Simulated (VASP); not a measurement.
Input of a VASP 6.6.1 run:

Contents of INCAR:

```
PREC = Accurate
ENCUT = 600
EDIFF = 1E-7
ISMEAR = -1
SIGMA = 0.1
LREAL = False
LASPH = True
NELM = 80
ALGO = Normal
ISIF = 3
LWAVE = False
LCHARG = False
GGA = CA
IBRION = 2
NSW = 80
EDIFFG = -0.01
```

The input KPOINTS:

```
regular mesh
0
Gamma
  12 12 7
```

POSCAR

```
As
1.0
    2.9579811701      0.0000000000      0.0000000000
   -1.4789905850      2.5616868372      0.0000000000
    0.0000000000      0.0000000000      4.8303832507
As
2
Direct
    0.3333333333      0.6666666667      0.2500000000
    0.6666666667      0.3333333333      0.7500000000
```

Potentials or basis: VASP PAW LDA potentials, release 64 (As).

Launch:

```sh
$ cat potpaw_LDA.64/As/POTCAR > POTCAR
$ mpirun -np 1 vasp_std > vasp.out
```

Problem. Estimate the band gap on the k mesh.

Solution. Zero (bands 5 and 6 overlap by 7.54 eV).

Problem. Estimate the space group after relaxing (to 0.1 Å).

Solution. P6_3/mmc (No. 194).

Problem. Estimate the relaxed cell.

Solution. a = 3.017 Å, b = 3.017 Å, c = 4.602 Å, α = 90.00°, β = 90.00°, γ = 120.00°.

Problem. Estimate the relaxed volume.

Solution. 18.14 Å³/atom.

Step by step:
| step | energy change (eV) | largest force (eV/Å) | pressure (GPa) | volume (Å³) |
| --- | --- | --- | --- | --- |
| 1 | 0.0000 | 0.0000 | -0.74 | 36.60 |
| 2 | -0.0012 | 0.0000 | 0.39 | 36.15 |
| 3 | -0.0013 | 0.0000 | 0.30 | 36.19 |
| 4 | -0.0028 | 0.0000 | 0.40 | 36.14 |
| 5 | -0.0094 | 0.0000 | 0.81 | 35.97 |
| 6 | -0.0072 | 0.0000 | 2.16 | 35.58 |
| 7 | -0.0131 | 0.0000 | 1.29 | 35.80 |
| 8 | -0.0139 | 0.0000 | 1.04 | 35.90 |
| 9 | -0.0144 | 0.0000 | 0.67 | 36.05 |
| 10 | -0.0148 | 0.0000 | 0.48 | 36.11 |
| 11 | -0.0152 | 0.0000 | 0.01 | 36.27 |
